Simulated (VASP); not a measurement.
Here is a VASP 6.6.1 calculation.

File INCAR:

```
  ALGO = Normal
  EDIFF = 1E-6
  ENCUT = 520
  GGA = PE
  ISIF = 2
  ISMEAR = -1
  LASPH = T
  LCHARG = F
  LREAL = F
  LWAVE = F
  NBANDS = 14
  NELM = 100
  PREC = Accurate
  SIGMA = 0.02
```

KPOINTS

```
k-points
0
Gamma
  5 5 5
```

Contents of POSCAR:

```
I
1.0
    0.0000000000      3.9155935264      3.9155935264
    3.9155935264      0.0000000000      3.9155935264
    3.9155935264      3.9155935264      0.0000000000
I
2
Direct
    0.0000000000      0.0000000000      0.0000000000
    0.2500000000      0.2500000000      0.2500000000
```

Potentials or basis: VASP PAW PBE potentials, release 64 (I).

The run is started by

```console
$ cat potpaw_PBE.64/I/POTCAR > POTCAR
$ mpirun -np 1 vasp_std > vasp.out
```

(1) Predict the band gap on the k mesh.

(2) Predict the pressure.

Answers

(1) zero (bands 7 and 8 overlap by 1.09 eV).

(2) 0.0 GPa.

Caveat: spin-orbit coupling is left out, which moves the levels of the heavy elements.
